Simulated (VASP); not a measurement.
Input of a VASP 6.6.1 run:

File INCAR:

```
ALGO     = Fast           # electronic algorithm
EDIFF    = 1E-6           # SCF threshold, eV
ENCUT    = 520            # plane-wave cutoff, eV
GGA      = PE             # functional
ISIF     = 2              # what is computed and relaxed
ISMEAR   = 0              # smearing method
LASPH    = True           # aspherical terms in the spheres
LCHARG   = False          # write CHGCAR
LREAL    = False          # projectors in reciprocal space
LWAVE    = False          # write WAVECAR
NBANDS   = 32             # bands
NELM     = 80             # most SCF steps
PREC     = Accurate       # precision mode
SIGMA    = 0.1            # smearing width, eV
```

KPOINTS

```
k-points
0
Gamma
  6 6 6
```

File POSCAR:

```
Cs4In
1.0
   -4.8267801078      4.8267801078      4.8267801078
    4.8267801078     -4.8267801078      4.8267801078
    4.8267801078      4.8267801078     -4.8267801078
Cs In
4 1
Direct
    0.5000000000      0.5000000000      0.5000000000
    0.5000000000      0.0000000000      0.0000000000
    0.0000000000      0.0000000000      0.5000000000
    0.0000000000      0.5000000000      0.0000000000
    0.0000000000      0.0000000000      0.0000000000
```

Potentials or basis: VASP PAW PBE potentials, release 64 (Cs_sv, In_d).

Launch:

```console
$ cat potpaw_PBE.64/Cs_sv/POTCAR potpaw_PBE.64/In_d/POTCAR > POTCAR
$ mpirun -np 1 vasp_std > vasp.out
```

**Question.** Estimate the pressure.

**Answer.** 0.0 GPa.
